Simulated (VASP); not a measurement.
A run of VASP 6.6.1:

The input INCAR:

```
SYSTEM = ZrOs
ALGO = Normal
EDIFF = 1E-6
ENCUT = 520
GGA = PS
ISIF = 2
ISMEAR = 0
LASPH = .True.
LCHARG = .False.
LREAL = .False.
LWAVE = .False.
NBANDS = 17
NELM = 100
PREC = Accurate
SIGMA = 0.15
```

Contents of KPOINTS:

```
k-points
0
Gamma
  14 14 14
  0 0 0
```

POSCAR

```
ZrOs
1.0
    3.0672200000      0.0000000000      0.0000000000
    0.0000000000      3.4587800000      0.0000000000
    0.0000000000      0.0000000000      3.2630000000
Zr Os
1 1
Direct
    0.5000000000      0.5000000000      0.5000000000
    0.0000000000      0.0000000000      0.0000000000
```

Potentials or basis: VASP PAW PBE potentials, release 64 (Zr_sv, Os).

Launch:

```sh
$ cat potpaw_PBE.64/Zr_sv/POTCAR potpaw_PBE.64/Os/POTCAR > POTCAR
$ mpirun -np 1 vasp_std > vasp.out
```

Hardware: 1 thread of Intel(R) Xeon(R) 6975P-C (Granite Rapids) (shared host).

Question: How long does it take, and how much memory?

Answer: Wall time 71 s on 1 thread of Intel(R) Xeon(R) 6975P-C (Granite Rapids), with other jobs on the host, peak memory 0.41 GiB. Counts: scf iterations 12, k points 512.
